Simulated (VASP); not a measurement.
A run of VASP 6.6.1:

File INCAR:

```
PREC     = Accurate       # precision mode
ENCUT    = 520            # plane-wave cutoff, eV
EDIFF    = 1E-7           # SCF threshold, eV
ISMEAR   = 0              # smearing method
SIGMA    = 0.1            # smearing width, eV
LREAL    = False          # projectors in reciprocal space
LASPH    = True           # aspherical terms in the spheres
NELM     = 100            # most SCF steps
ALGO     = Fast           # electronic algorithm
ISIF     = 2              # what is computed and relaxed
LWAVE    = False          # write WAVECAR
LCHARG   = True           # write CHGCAR
GGA      = PE             # functional
LELF     = True           # ELF
LVHAR    = True         
NBANDS   = 29             # bands
```

File KPOINTS:

```
Automatic mesh
0
Gamma
  8 8 12
```

File POSCAR:

```
MgSnO4
1.0
    3.3839078094     -3.4182663841      0.0000000000
    3.3839078094      3.4182663841      0.0000000000
    0.0000000000      0.0000000000      3.2149408264
Mg Sn O
1 1 4
Direct
    0.5000000000      0.5000000000      0.0000000000
    0.0000000000      0.0000000000      0.5000000000
    0.1984837082      0.8015162918      0.0000000000
    0.8015162918      0.1984837082      0.0000000000
    0.3020233313      0.3020233313      0.5000000000
    0.6979766687      0.6979766687      0.5000000000
```

Potentials or basis: VASP PAW PBE potentials, release 64 (Mg, Sn_d, O).

Run with:

```console
$ cat potpaw_PBE.64/Mg/POTCAR potpaw_PBE.64/Sn_d/POTCAR potpaw_PBE.64/O/POTCAR > POTCAR
$ mpirun -np 1 vasp_std > vasp.out
```

Hardware: 1 thread of Oxide Virtual Turin-like Processor (shared host).

**Question.** Estimate the wall time of this run.

**Answer.** It took 9.1 min on 1 thread of Oxide Virtual Turin-like Processor, with other jobs on the host, peak memory 0.36 GiB. Counts: scf iterations 18, k points 147.
